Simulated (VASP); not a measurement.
Set up this calculation in VASP 6.6.1, as the native input.

```
Task                   : single point
Functional             : PBE
Dispersion             : D3(BJ)
Potentials or basis    : VASP PAW PBE potentials, release 64 (Se, Zr_sv)
Cutoff                 : 400 eV
k mesh                 : 12 × 12 × 1
Occupations            : gaussian, width 0.03 eV
Spin                   : no spin polarisation
Dipole correction      : yes
Further INCAR settings : ALGO = Normal; EDIFF = 1e-06; NBANDS = 19; NELMDL = -8
```

The structure of ZrSe2 (v.A) lies in POSCAR:

```
ZrSe2
1.0
    3.7545335808      0.0000000000      0.0000000000
   -1.8772667904      3.2515214604      0.0000000000
    0.0000000000      0.0000000000     30.1200000017
Se Zr
2 1
Direct
    0.3333333333      0.6666666667      0.2319434123
    0.6666666667      0.3333333333      0.3377777032
    0.0000000000      0.0000000000      0.2848605578
```

One way to write it, as run:

INCAR

```
PREC = Accurate
ENCUT = 400
EDIFF = 1E-6
ISMEAR = 0
SIGMA = 0.03
LREAL = F
LASPH = T
NELM = 120
ALGO = Normal
ISIF = 2
LWAVE = F
LCHARG = T
LDIPOL = T
IDIPOL = 3
DIPOL = 0.5 0.5 0.285
GGA = PE
IVDW = 12
LELF = T
LVHAR = T
LVACPOTAV = T
NBANDS = 19
GGA_COMPAT = F
NELMDL = -8
```

KPOINTS

```
Automatic mesh
0
Gamma
  12 12 1
```

Potentials or basis: VASP PAW PBE potentials, release 64 (Se, Zr_sv).

Launch:

```sh
$ cat potpaw_PBE.64/Se/POTCAR potpaw_PBE.64/Zr_sv/POTCAR > POTCAR
$ mpirun -np 1 vasp_std > vasp.out
```

It gave:

The largest force is 0.019 eV/Å, the band gap on the k mesh is 0.38 eV, indirect (least direct gap 1.10 eV) and the dispersion energy per atom is -0.273 eV.

It took 3.3 min on 1 thread of AMD EPYC 7R43 64-Core Processor (Zen 3), with other jobs on the host, peak memory 0.33 GiB.
